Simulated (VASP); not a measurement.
# C4F (Pm-3m) in VASP: notebook, part 2 of 2

VASP 6.6.1. The steps go on from the part before.

## 4. Single point, PBE+D3(BJ)

INCAR

```
ALGO     = Normal         # electronic algorithm
EDIFF    = 1E-6           # SCF threshold, eV
ENCUT    = 520            # plane-wave cutoff, eV
GGA      = PE             # functional
ISIF     = 2              # what is computed and relaxed
ISMEAR   = 0              # smearing method
IVDW     = 12             # dispersion correction
LASPH    = T              # aspherical terms in the spheres
LCHARG   = F              # write CHGCAR
LREAL    = F              # projectors in reciprocal space
LWAVE    = F              # write WAVECAR
NBANDS   = 20             # bands
NELM     = 100            # most SCF steps
PREC     = Accurate       # precision mode
SIGMA    = 0.1            # smearing width, eV
```

KPOINTS

```
k-points
0
Gamma
  6 6 6
```

POSCAR

```
C4F
1.0
    3.7312473520      0.0000000000      0.0000000000
    0.0000000000      3.7312473520      0.0000000000
    0.0000000000      0.0000000000      3.7312473520
C F
4 1
Direct
    0.0000000000      0.0000000000      0.0000000000
    0.5000000000      0.5000000000      0.0000000000
    0.5000000000      0.0000000000      0.5000000000
    0.0000000000      0.5000000000      0.5000000000
    0.5000000000      0.5000000000      0.5000000000
```

On the command line:

```sh
cat potpaw_PBE.64/C/POTCAR potpaw_PBE.64/F/POTCAR > POTCAR
mpirun -np 1 vasp_std > vasp.out
```

It took 13 s on 1 thread of Intel Xeon Platinum 8375C at 2.90GHz (Ice Lake), shared host; peak memory 0.17 GiB.

It converged, with:

* Free energy: -17.2861 eV
* Pressure: -0.3 GPa
* Band gap on the k mesh: zero (an odd number of electrons rules out a gap without spin polarisation)
* Dispersion energy per atom: -0.189 eV

Levels at points of the mesh, in eV from the Fermi level:
```tsv
k point	band 8	band 9	band 10	band 11	band 12	band 13	band 14	band 15
(0.00, 0.00, 0.00)	-6.11	-2.08	-2.08	-2.08	0.81	0.81	0.81	3.13
(0.50, 0.00, 0.00)	-3.58	-1.93	-1.93	-0.22	0.11	0.11	0.71	0.93
(0.50, 0.50, 0.00)	-4.42	-1.77	-1.42	-1.42	-0.50	-0.50	0.11	0.18
(0.50, 0.50, 0.50)	-4.93	-3.84	-3.84	-3.84	-0.85	1.63	1.63	2.79
```

Caveat: an odd number of electrons without spin polarisation forces a metal; a magnetic or distorted state may lie lower.

## 5. Relaxation of cell and atoms, PBE+D3(BJ)

This run uses another cell than the first one, of 12.77 Å³/atom.

INCAR

```
  ALGO = Normal
  EDIFF = 1E-6
  EDIFFG = -0.04
  ENCUT = 600
  GGA = PE
  IBRION = 2
  ISIF = 3
  ISMEAR = 0
  IVDW = 12
  LASPH = T
  LCHARG = F
  LREAL = F
  LWAVE = F
  NELM = 60
  NSW = 90
  PREC = Accurate
  SIGMA = 0.1
```

KPOINTS

```
k-points
0
Gamma
  4 4 4
```

POSCAR, as its differences from that of step 4:

```diff
@@ -2,5 +2,5 @@
 1.0
-    3.7312473520      0.0000000000      0.0000000000
-    0.0000000000      3.7312473520      0.0000000000
-    0.0000000000      0.0000000000      3.7312473520
+    3.9966018800      0.0000000000      0.0000000000
+    0.0000000000      3.9966018800      0.0000000000
+    0.0000000000      0.0000000000      3.9966018800
 C F
```

Potentials or basis: VASP PAW PBE potentials, release 64 (C, F).

On the command line:

```sh
cat potpaw_PBE.64/C/POTCAR potpaw_PBE.64/F/POTCAR > POTCAR
mpirun -np 1 vasp_std > vasp.out
```

OUTCAR:

```text
EDIFF = 1E-6
   EDIFFG = -0.04
   ENCUT = 600
   GGA = PE
   IBRION = 2
   ISIF = 3
   ISMEAR = 0
   IVDW = 12
   LASPH = T
   LREAL = F
   NELM = 60
   NSW = 90
   PREC = Accurate
 IVDW          = 12

 ion  position               nearest neighbor table
   1  0.000  0.000  0.000-
   2  0.500  0.500  0.000-
   3  0.500  0.000  0.500-
   4  0.000  0.500  0.500-
   5  0.500  0.500  0.500-

  LATTYP: Found a simple cubic cell.
 ALAT       =     3.9966018800

  Lattice vectors:

 A1 = (   3.9966018800,   0.0000000000,   0.0000000000)
 A2 = (   0.0000000000,   3.9966018800,   0.0000000000)
 A3 = (   0.0000000000,   0.0000000000,   3.9966018800)

Analysis of symmetry for initial positions (statically):
[... 182 lines left out ...]
      6      -6.1932      2.00000
      7      -6.1932      2.00000
      8      -5.2167      2.00000
      9       0.0128      2.00000
     10       0.0128      2.00000
     11       0.0128      2.00000
     12       2.3203      0.00000
     13       2.3203      0.00000
     14       2.3203      0.00000
[... 289 lines left out ...]
--------------------------------------- Ionic step        4  -------------------------------------------

 number of electron      23.0000014 magnetization

 Free energy of the ion-electron system (eV)
  ---------------------------------------------------
  ext. energy  EPLUGINS =         0.00000000
  ---------------------------------------------------
  free energy    TOTEN  =       -16.38148490 eV

  energy without entropy =      -16.37169345  energy(sigma->0) =      -16.37658918

 E-fermi :   3.3830     XC(G=0): -10.8067

 val. band max:        3.2761961637   @ k =   0.5000   0.2500   0.0000
 cond. band min:       3.4169994332   @ k =   0.5000   0.5000   0.2500
 fundamental gap:      0.1408032695
 Fermi energy:         3.3830127717

 k-point     1 :       0.0000    0.0000    0.0000
  band No.  band energies     occupation
      1     -23.8489      2.00000
      2      -8.7385      2.00000
      3      -6.6801      2.00000
      4      -6.6801      2.00000
      5      -6.6801      2.00000
      6      -4.2280      2.00000
      7      -4.2280      2.00000
      8      -2.6924      2.00000
      9       1.3603      2.00000
     10       1.3603      2.00000
     11       1.3603      2.00000
     12       4.2884      0.00000
     13       4.2884      0.00000
     14       4.2884      0.00000
[... 197 lines left out ...]
  FREE ENERGIE OF THE ION-ELECTRON SYSTEM (eV)
  ---------------------------------------------------
  free  energy   TOTEN  =       -17.3252276404 eV

  energy  without entropy=      -17.3154361906  energy(sigma->0) =      -17.32033192

 reached required accuracy - stopping structural energy minimisation
```

CONTCAR:

```text
C4F
   1.00000000000000
     3.7308340241474394    0.0000000000000000    0.0000000000000000
     0.0000000000000000    3.7308340241474394    0.0000000000000000
     0.0000000000000000   -0.0000000000000000    3.7308340241474394
  C               F
     4     1
Direct
     0.0000000000000000    0.0000000000000000    0.0000000000000000
     0.5000000000000000    0.5000000000000000    0.0000000000000000
     0.5000000000000000    0.0000000000000000    0.5000000000000000
     0.0000000000000000    0.5000000000000000    0.5000000000000000
     0.5000000000000000    0.5000000000000000    0.5000000000000000

  0.00000000E+00  0.00000000E+00  0.00000000E+00
  0.00000000E+00  0.00000000E+00  0.00000000E+00
  0.00000000E+00  0.00000000E+00  0.00000000E+00
  0.00000000E+00  0.00000000E+00  0.00000000E+00
  0.00000000E+00  0.00000000E+00  0.00000000E+00
```

Run time: 29 s. Hardware: 1 thread of Intel Xeon Platinum 8375C at 2.90GHz (Ice Lake), shared host; peak memory 0.18 GiB.

Results:

| Property | Result |
| --- | --- |
| Free energy | -17.3252 eV |
| Relaxed volume | 10.39 Å³/atom |
| Relaxed cell | a = 3.731 Å, b = 3.731 Å, c = 3.731 Å, α = 90.00°, β = 90.00°, γ = 90.00° |
| Space group after relaxing (to 0.1 Å) | Pm-3m (No. 221) |
| Energy gained by relaxing | 122.6 meV/atom |
| Ionic steps | 4 |
| Pressure after relaxing | -0.2 GPa |
| Band gap on the k mesh | zero (an odd number of electrons rules out a gap without spin polarisation) |
| Dispersion energy per atom | -0.189 eV |

The path:
| step | energy change (eV) | largest force (eV/Å) | pressure (GPa) | volume (Å³) |
| --- | --- | --- | --- | --- |
| 1 | 0.0000 | 0.0000 | -12.96 | 63.84 |
| 2 | -0.5580 | 0.0000 | -5.52 | 54.77 |
| 3 | -0.6127 | 0.0000 | 0.73 | 51.59 |
| 4 | -0.6132 | 0.0000 | -0.19 | 51.93 |

Final structure:
```
CELL_PARAMETERS angstrom
3.73083 0.00000 0.00000
0.00000 3.73083 0.00000
0.00000 0.00000 3.73083
ATOMIC_POSITIONS crystal
C 0.00000 0.00000 0.00000
C 0.50000 0.50000 0.00000
C 0.50000 0.00000 0.50000
C 0.00000 0.50000 0.50000
F 0.50000 0.50000 0.50000
```

Levels at points of the mesh, in eV from the Fermi level:
```
           k point  band 7  band 8  band 9  band 10  band 11  band 12  band 13  band 14  band 15
(0.00, 0.00, 0.00)   -7.61   -6.08   -2.02    -2.02    -2.02     0.91     0.91     0.91     3.17
(0.50, 0.00, 0.00)   -7.39   -3.49   -1.87    -1.87    -0.13     0.20     0.20     0.78     1.01
(0.50, 0.50, 0.00)   -4.33   -4.33   -1.70    -1.35    -1.35    -0.41    -0.41     0.20     0.20
(0.50, 0.50, 0.50)   -4.86   -4.86   -3.74    -3.74    -3.74    -0.76     1.72     1.72     2.89
```

Caveat: the k points lie up to 0.42 Å⁻¹ apart in the final cell, too coarse for converged energies and pressures of a metal; the volume moved by over 15 % at a fixed basis, so the end points are rough; an odd number of electrons without spin polarisation forces a metal; a magnetic or distorted state may lie lower.

## 6. Summary

| task | cell | k mesh | cutoff (eV) | gap on the mesh (eV) | pressure (GPa) |
| --- | --- | --- | --- | --- | --- |
| single point | a = 3.731 Å, 5 atoms | 4 × 4 × 4 | 520 | none | -0.1 |
| single point | a = 3.997 Å, 5 atoms | 4 × 4 × 4 | 520 | none | -12.9 |
| single point | a = 3.731 Å, 5 atoms | 6 × 6 × 6 | 520 | none | -0.3 |
| relaxation of cell and atoms | relaxed from a = 3.997 Å, 5 atoms | 4 × 4 × 4 | 600 | none | -0.2 |

Alike in all rows: level PBE+D3(BJ); potentials or basis VASP PAW PBE potentials, release 64 (C, F); no spin polarisation; smearing gaussian 0.1 eV.

Caveats: some runs use coarse meshes; an odd number of electrons without spin polarisation forces a metal; a magnetic or distorted state may lie lower; the volume moved by over 15 % at a fixed basis, so the end points are rough (at least some runs).

Absolute energies hang on the potentials; compare differences alone.
